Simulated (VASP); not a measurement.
# Na2Al2O (Cmmm) in VASP: further runs

The runs below take Na2Al2O through single point, relaxation of cell and atoms, with PBE.

Program: VASP 6.6.1. These are calculated values, not measurements. Logs are shortened: lines on timing, memory, paths and dates and some standing lists are left out, and cuts for length are marked.

### 1 The cell of the first run

It takes space group Cmmm (No. 65, orthorhombic). The conventional cell has a = 5.248 Å, b = 5.601 Å, c = 6.296 Å, α = 90.00°, β = 90.00°, γ = 90.00°. Within 2.5 Å of Na (site symmetry 2/m) lie 2 O at 1.92 Å. Al (site symmetry mm2) has 1 Al at 2.17 Å and 4 Na at 2.82 Å within 2.9 Å. Within 2.5 Å of O (site symmetry mmm) lie 4 Na at 1.92 Å.

The cell was generated, and may not be a known phase.

### 2 Single point, PBE

INCAR reads:

```
SYSTEM = Na2Al2O
ALGO = Normal
EDIFF = 1E-6
ENCUT = 1130
GGA = PE
GGA_COMPAT = .FALSE.
ISIF = 2
ISMEAR = 0
LASPH = .TRUE.
LCHARG = .TRUE.
LELF = .TRUE.
LREAL = .FALSE.
LVHAR = .TRUE.
LWAVE = .FALSE.
NBANDS = 23
NELM = 120
PREC = Accurate
SIGMA = 0.1
```

KPOINTS reads:

```
k-points
0
G
  4 4 4
  0 0 0
```

POSCAR reads:

```
Na2Al2O
1.0
    2.6240004600     -2.8005103900      0.0000000000
    2.6240004600      2.8005103900      0.0000000000
    0.0000000000      0.0000000000      6.2962309700
Na Al O
2 2 1
Direct
    0.0000000000      0.5000000000      0.5000000000
    0.5000000000      0.0000000000      0.5000000000
    0.5000000000      0.5000000000      0.1726017400
    0.5000000000      0.5000000000      0.8273982600
    0.0000000000      0.0000000000      0.5000000000
```

Potentials or basis: VASP PAW PBE potentials, release 64 (Na_sv, Al, O).

Command:

```bash
$ cat potpaw_PBE.64/Na_sv/POTCAR potpaw_PBE.64/Al/POTCAR potpaw_PBE.64/O/POTCAR > POTCAR
$ mpirun -np 1 vasp_std > vasp.out
```

OUTCAR:

```text
SYSTEM = Na2Al2O
   EDIFF = 1E-6
   ENCUT = 1130
   GGA = PE
   ISIF = 2
   ISMEAR = 0
   LASPH = .TRUE.
   LREAL = .FALSE.
   NELM = 120
   PREC = Accurate

 ion  position               nearest neighbor table
   1  0.000  0.500  0.500-   5 1.92   5 1.92
   2  0.500  0.000  0.500-   5 1.92   5 1.92
   3  0.500  0.500  0.173-   4 2.17
   4  0.500  0.500  0.827-   3 2.17
   5  0.000  0.000  0.500-   1 1.92   2 1.92   1 1.92   2 1.92

  LATTYP: Found a base centered orthorhombic cell.
 ALAT       =     5.2480009200
 B/A-ratio  =     1.0672674920
 C/A-ratio  =     1.1997389227

  Lattice vectors:

 A1 = (   2.6240004600,  -2.8005103900,   0.0000000000)
 A2 = (   2.6240004600,   2.8005103900,   0.0000000000)
 A3 = (   0.0000000000,   0.0000000000,   6.2962309700)

Analysis of symmetry for initial positions (statically):
=====================================================================
 Subroutine PRICEL returns:
 Original cell was already a primitive cell.

 Routine SETGRP: Setting up the symmetry group for a
 base centered orthorhombic supercell.

 Subroutine GETGRP returns: Found  8 space group operations
 (whereof  8 operations were pure point group operations)
 out of a pool of  8 trial point group operations.

The static configuration has the point symmetry D_2h.

Analysis of symmetry for dynamics (positions and initial velocities):
=====================================================================
 Subroutine PRICEL returns:
 Original cell was already a primitive cell.

 Routine SETGRP: Setting up the symmetry group for a
 base centered orthorhombic supercell.

 Subroutine GETGRP returns: Found  8 space group operations
 (whereof  8 operations were pure point group operations)
 out of a pool of  8 trial point group operations.

The dynamic configuration has the point symmetry D_2h.

 Subroutine INISYM returns: Found  8 space group operations
 (whereof  8 operations are pure point group operations),
 and found     1 'primitive' translations

----------------------------------------------------------------------------------------

                                     Primitive cell

  volume of cell :      92.5362

  direct lattice vectors                    reciprocal lattice vectors
     2.624000460 -2.800510390  0.000000000     0.190548747 -0.178538884  0.000000000
     2.624000460  2.800510390  0.000000000     0.190548747  0.178538884  0.000000000
     0.000000000  0.000000000  6.296230970     0.000000000  0.000000000  0.158825177

  length of vectors
     3.837738508  3.837738508  6.296230970     0.261122496  0.261122496  0.158825177

  position of ions in fractional coordinates (direct lattice)
     0.000000000  0.500000000  0.500000000
     0.500000000  0.000000000  0.500000000
     0.500000000  0.500000000  0.172601740
     0.500000000  0.500000000  0.827398260
     0.000000000  0.000000000  0.500000000

  ion indices of the primitive-cell ions
   primitive index   ion index
                 1           1
                 2           2
                 3           3
                 4           4
                 5           5

----------------------------------------------------------------------------------------

 KPOINTS: k-points

Automatic generation of k-mesh.
 Grid dimensions read from file:
 generate k-points for:    4    4    4

 Generating k-lattice:

  Cartesian coordinates                     Fractional coordinates (reciprocal lattice)
     0.047637187 -0.044634721  0.000000000     0.250000000  0.000000000  0.000000000
     0.047637187  0.044634721  0.000000000     0.000000000  0.250000000  0.000000000
     0.000000000  0.000000000  0.039706294     0.000000000  0.000000000  0.250000000

  Length of vectors
     0.065280624  0.065280624  0.039706294

  Shift w.r.t. Gamma in fractional coordinates (k-lattice)
     0.000000000  0.000000000  0.000000000

 Subroutine IBZKPT returns following result:
 ===========================================

 Found     21 irreducible k-points:

 Following reciprocal coordinates:
            Coordinates               Weight
  0.000000  0.000000  0.000000      1.000000
  0.250000  0.000000  0.000000      4.000000
  0.500000  0.000000  0.000000      2.000000
  0.250000  0.250000  0.000000      2.000000
  0.500000  0.250000  0.000000      4.000000
 -0.250000  0.250000  0.000000      2.000000
[... 13 lines left out ...]
 -0.250000  0.250000  0.500000      2.000000
  0.500000  0.500000  0.500000      1.000000
   k-points           NKPTS =     21   k-points in BZ     NKDIM =     21   number of bands    NBANDS=     23
   number of dos      NEDOS =    301   number of ions     NIONS =      5
   total plane-waves  NPLWV = 123480
   dimension x,y,z NGX =    42 NGY =   42 NGZ =   70
   dimension x,y,z NGXF=    84 NGYF=   84 NGZF=  140
   ions per type =               2   2   1
   NGX,Y,Z   is equivalent  to a cutoff of  18.19, 18.19, 18.48 a.u.
   NGXF,Y,Z  is equivalent  to a cutoff of  36.39, 36.39, 36.97 a.u.
 SYSTEM =  Na2Al2O
   PREC   = accura    normal or accurate (medium, high low for compatibility)
   ISTART =      0    job   : 0-new  1-cont  2-samecut
   ICHARG =      2    charge: 1-file 2-atom 10-const
   ISPIN  =      1    spin polarized calculation?
   LNONCOLLINEAR =      F non collinear calculations
   LSORBIT =      F    spin-orbit coupling
   LASPH  =      T    aspherical Exc in radial PAW
   ENCUT  = 1130.0 eV  83.05 Ry    9.11 a.u.  10.52 10.52 17.26*2*pi/ulx,y,z
   NELM   =    120;   NELMIN=  2; NELMDL= -5     # of ELM steps
   EDIFF  = 0.1E-05   stopping-criterion for ELM
   LREAL  =      F    real-space projection
   EDIFFG = 0.1E-04   stopping-criterion for IOM
   NSW    =      0    number of steps for IOM
   IBRION =     -1    ionic relax: 0-MD 1-quasi-New 2-CG
   NFREE  =      0    steps in history (QN), initial steepest desc. (CG)
   ISIF   =      2    stress and relaxation
   ISYM   =      2    0-nonsym 1-usesym 2-fastsym
   POTIM  = 0.5000    time-step for ionic-motion
   TEBEG  =    0.0;   TEEND  =   0.0 temperature during run
   PSTRESS=    0.0 pullay stress
   NELECT =      30.0000    total number of electrons
   NUPDOWN=      -1.0000    fix difference up-down
   EMIN   =  10.00;   EMAX   =-10.00  energy-range for DOS
   EFERMI =   0.00;   METHOD = LEGACY
   ISMEAR =     0;   SIGMA  =   0.10  broadening in eV -4-tet -1-fermi 0-gaus
   EFERMI_NEDOS =   21; number of points for ismear=-14 and -15
   IALGO  =     38    algorithm
   IMIX   =      4    mixing-type and parameters
     AMIX     =   0.40;   BMIX     =  1.00
     AMIX_MAG =   1.60;   BMIX_MAG =  1.00
  volume/ion in A,a.u.               =      18.51       124.89
  Fermi-wavevector in a.u.,A,eV,Ry     =   1.124634  2.125251 17.208681  1.264802
  Thomas-Fermi vector in A             =   2.261307
   LORBIT       =      0    0 simple, 1 ext, 2 COOP (PROOUT), +10 PAW based schemes
   GGA     = PE    functional components
   LHFCALC =     F    Hartree Fock is set to
   AEXX    =    0.0000 exact exchange contribution
   IVDW    =     0    specifies the selected vdW correction
   LEPSILON=     F    determine dielectric tensor
   LRPA    =     F    only Hartree local field effects (RPA)
 non-spin polarized calculation
 Gauss-broadening in eV      SIGMA  =   0.10
  energy-cutoff  :     1130.00
  volume of cell :       92.54
 maximum number of plane-waves:      8010
   NGX = 21   NGY = 21   NGZ = 35

 number of electron      29.9999990 magnetization

 Free energy of the ion-electron system (eV)
  ---------------------------------------------------
  ext. energy  EPLUGINS =         0.00000000
  ---------------------------------------------------
  free energy    TOTEN  =       -11.31558914 eV

  energy without entropy =      -11.29392081  energy(sigma->0) =      -11.30475497

 E-fermi :   3.1786     XC(G=0):  -8.6888

 val. band max:        3.1776284683   @ k =   0.2500   0.0000   0.5000
 cond. band min:       3.2836469599   @ k =   0.2500   0.2500   0.0000
 fundamental gap:      0.1060184915
 Fermi energy:         3.1786228427

 k-point     1 :       0.0000    0.0000    0.0000
  band No.  band energies     occupation
      1     -47.3970      2.00000
      2     -47.3072      2.00000
      3     -19.6176      2.00000
      4     -19.4741      2.00000
      5     -19.4415      2.00000
      6     -19.3148      2.00000
[... 15 lines left out ...]
     22      10.2893      0.00000
     23      10.9388      0.00000

 k-point     2 :       0.2500    0.0000    0.0000
  band No.  band energies     occupation
      1     -47.3834      2.00000
      2     -47.3199      2.00000
      3     -19.5791      2.00000
      4     -19.4614      2.00000
      5     -19.4209      2.00000
      6     -19.3314      2.00000
[... 15 lines left out ...]
     22      10.6875      0.00000
     23      11.1028      0.00000

 k-point     3 :       0.5000    0.0000    0.0000
  band No.  band energies     occupation
      1     -47.3516      2.00000
      2     -47.3509      2.00000
      3     -19.5102      2.00000
      4     -19.4509      2.00000
      5     -19.4172      2.00000
      6     -19.3747      2.00000
[... 15 lines left out ...]
     22      10.9700      0.00000
     23      11.3695      0.00000
[... 417 lines left out ...]
 k-point    20 :      -0.2500    0.2500    0.5000
  band No.  band energies     occupation
      1     -47.3804      2.00000
      2     -47.3219      2.00000
      3     -19.7484      2.00000
      4     -19.4960      2.00000
      5     -19.4130      2.00000
      6     -19.3350      2.00000
[... 15 lines left out ...]
     22      11.0089      0.00000
     23      11.2597      0.00000

 k-point    21 :       0.5000    0.5000    0.5000
  band No.  band energies     occupation
      1     -47.3638      2.00000
      2     -47.3366      2.00000
      3     -19.9781      2.00000
      4     -19.6688      2.00000
      5     -19.3844      2.00000
      6     -19.3552      2.00000
[... 15 lines left out ...]
     22       9.3575      0.00000
     23       9.8398      0.00000

------------------------ aborting loop because EDIFF is reached ----------------------------------------

  FORCE on cell =-STRESS in cart. coord.  units (eV):
  Direction    XX          YY          ZZ          XY          YZ          ZX
  --------------------------------------------------------------------------------------
  -------------------------------------------------------------------------------------
  Total       11.4133625     12.6926161     14.3824378      0.0000000      0.0000000      0.0000000
  in kB      197.6116084    219.7606775    249.0183466      0.0000000      0.0000000      0.0000000
  external PRESSURE =     222.1302108 kB  Pullay stress =       0.0000000 kB

 VOLUME and BASIS-vectors are now :
 -----------------------------------------------------------------------------
  energy-cutoff  :     1130.00
  volume of cell :       92.54
      direct lattice vectors                 reciprocal lattice vectors
     2.624000460 -2.800510390  0.000000000     0.190548747 -0.178538884  0.000000000
     2.624000460  2.800510390  0.000000000     0.190548747  0.178538884  0.000000000
     0.000000000  0.000000000  6.296230970     0.000000000  0.000000000  0.158825177

 POSITION                                       TOTAL-FORCE (eV/Angst)
 -----------------------------------------------------------------------------------
      1.31200      1.40026      3.14812         0.000000     -0.000000      0.000000
      1.31200     -1.40026      3.14812        -0.000000      0.000000      0.000000
      2.62400      0.00000      1.08674        -0.000000     -0.000000      2.530499
      2.62400      0.00000      5.20949         0.000000     -0.000000     -2.530499
      0.00000      0.00000      3.14812         0.000000     -0.000000      0.000000
 -----------------------------------------------------------------------------------
    total drift:                                0.000000      0.000000     -0.000000

  FREE ENERGIE OF THE ION-ELECTRON SYSTEM (eV)
  ---------------------------------------------------
  free  energy   TOTEN  =       -11.3155891395 eV

  energy  without entropy=      -11.2939208079  energy(sigma->0) =      -11.30475497
```

Run time: 80 s. Hardware: 1 thread of Intel Xeon 6975P-C (Granite Rapids), shared host; peak memory 0.4 GiB.

What came out:

| Quantity | Value |
| --- | --- |
| Free energy | -11.3156 eV |
| Pressure | 22.2 GPa |
| Largest force | 2.530 eV/Å |
| Band gap on the k mesh | zero (bands 15 and 16 overlap by 2.21 eV) |

Forces on the atoms (eV/Å):
```
Na   0.000  0.000  0.000
Na   0.000  0.000  0.000
Al   0.000  0.000  2.530
Al   0.000  0.000 -2.530
O    0.000  0.000  0.000
```

Levels at points of the mesh, in eV from the Fermi level:
```
           k point  band 11  band 12  band 13  band 14  band 15  band 16  band 17  band 18  band 19  band 20
(0.00, 0.00, 0.00)    -4.05    -1.71    -1.51    -1.36    -0.57     2.35     2.41     4.27     4.76     4.84
(0.50, 0.00, 0.00)    -2.85    -2.34    -2.34    -2.15    -1.39     0.19     2.15     2.80     4.96     5.43
(0.50, 0.50, 0.00)    -2.89    -2.80    -2.05    -1.19    -0.84    -0.48    -0.41     1.56     2.01     3.16
(0.00, 0.00, 0.50)    -4.40    -2.06    -1.49    -1.35     1.32     2.14     2.28     3.02     5.01     5.02
(0.50, 0.00, 0.50)    -4.27    -2.98    -1.39    -1.00    -0.68     0.50     0.87     2.93     4.39     5.08
(0.50, 0.50, 0.50)    -2.68    -2.65    -2.37    -2.06    -1.30    -0.89     1.47     1.75     2.29     3.85
```

Caveat: the k points lie up to 0.41 Å⁻¹ apart, too coarse for converged energies and pressures of a metal; forces of over 1 eV/Å act on the atoms, so gaps and moduli don't describe the material at rest.

### 3 Relaxation of cell and atoms, PBE

INCAR reads:

```
PREC = Accurate ; ENCUT = 1130
EDIFF = 1E-7 ; ISMEAR = 0
SIGMA = 0.1 ; LREAL = False
LASPH = True ; NELM = 120
ALGO = Normal ; ISIF = 3
LWAVE = False ; LCHARG = False
GGA = PE ; IBRION = 2
NSW = 90 ; EDIFFG = -0.04
GGA_COMPAT = False ; NELMIN = 4
```

KPOINTS reads:

```
Automatic mesh
0
Gamma
  4 4 4
```

POSCAR is that of step 2.

Potentials or basis: VASP PAW PBE potentials, release 64 (Na_sv, Al, O).

Command:

```bash
$ cat potpaw_PBE.64/Na_sv/POTCAR potpaw_PBE.64/Al/POTCAR potpaw_PBE.64/O/POTCAR > POTCAR
$ mpirun -np 1 vasp_std > vasp.out
```

Wall time 17 min (1 thread of Intel Xeon Platinum 8259CL at 2.50GHz (Skylake/Cascade Lake), shared host); peak memory 0.43 GiB.

The run converged. Its results:

```
Free energy                           : -13.8171 eV
Relaxed volume                        : 29.42 Å³/atom
Relaxed cell                          : a = 4.288 Å, b = 4.288 Å, c = 8.000 Å, α = 90.00°, β = 90.00°, γ = 90.99°
Space group after relaxing (to 0.1 Å) : Cmmm (No. 65)
Energy gained by relaxing             : 500.3 meV/atom
Ionic steps                           : 14
Pressure after relaxing               : 0.0 GPa
Largest force after relaxing          : 0.006 eV/Å
Band gap on the k mesh                : zero (bands 15 and 16 overlap by 0.93 eV)
```

Forces on the atoms (eV/Å):
```
Na   0.000  0.000  0.000
Na   0.000  0.000  0.000
Al   0.000  0.000 -0.006
Al   0.000  0.000  0.006
O    0.000  0.000  0.000
```

Stress tensor (GPa, compression positive):
```
 0.07  0.00  0.00
 0.00 -0.13  0.00
 0.00  0.00 -0.05
```

The path:
```tsv
step	energy change (eV)	largest force (eV/Å)	pressure (GPa)	volume (Å³)
1	0.0000	2.5306	22.21	92.54
2	-2.2970	0.6883	1.66	131.30
3	-2.3100	0.7361	1.10	134.17
4	-2.3072	0.8062	0.16	140.02
5	-2.3129	0.7770	0.59	137.21
6	-2.3703	0.5807	0.17	139.97
7	-2.4196	0.1574	-0.38	145.21
8	-2.4203	0.0939	-0.44	145.92
9	-2.4544	0.0181	-0.20	144.98
10	-2.4887	0.1453	0.45	142.77
11	-2.4889	0.1638	0.54	142.48
12	-2.5000	0.0581	0.09	146.23
13	-2.5002	0.0353	0.13	145.79
14	-2.5015	0.0057	-0.03	147.08
```

Final structure:
```cif
data_structure
_symmetry_space_group_name_H-M 'P 1'
_symmetry_Int_Tables_number 1
_cell_length_a 4.2880
_cell_length_b 4.2880
_cell_length_c 8.0004
_cell_angle_alpha 90.000
_cell_angle_beta 90.000
_cell_angle_gamma 90.991
_cell_volume 147.08
loop_
_atom_site_label
_atom_site_type_symbol
_atom_site_fract_x
_atom_site_fract_y
_atom_site_fract_z
_atom_site_occupancy
Na1 Na 0.00000 0.50000 0.50000 1
Na2 Na 0.50000 0.00000 0.50000 1
Al1 Al 0.50000 0.50000 0.16623 1
Al2 Al 0.50000 0.50000 0.83377 1
O1 O 0.00000 0.00000 0.50000 1
```

Levels at points of the mesh, in eV from the Fermi level:
```
           k point  band 11  band 12  band 13  band 14  band 15  band 16  band 17  band 18  band 19
(0.00, 0.00, 0.00)    -3.84    -1.34    -1.02    -1.01    -0.65     1.87     1.89     3.58     3.60
(0.50, 0.00, 0.00)    -3.01    -2.07    -1.34    -1.28    -0.97     0.11     1.18     2.27     3.78
(0.50, 0.50, 0.00)    -2.32    -1.81    -1.78    -0.98    -0.42    -0.35    -0.20     1.14     1.23
(0.00, 0.00, 0.50)    -4.00    -1.46    -1.02    -1.01     0.38     1.80     1.82     1.85     3.64
(0.50, 0.00, 0.50)    -3.53    -1.73    -1.25    -0.97    -0.43     0.05     0.34     2.31     2.98
(0.50, 0.50, 0.50)    -2.57    -1.73    -1.71    -0.99    -0.64    -0.55     0.56     1.30     1.39
```

Caveat: the k points lie up to 0.37 Å⁻¹ apart in the final cell, too coarse for converged energies and pressures of a metal; the volume moved by over 15 % at a fixed basis, so the end points are rough.

The gap in the log of VASP goes by the Fermi energy; the results here count the filled bands.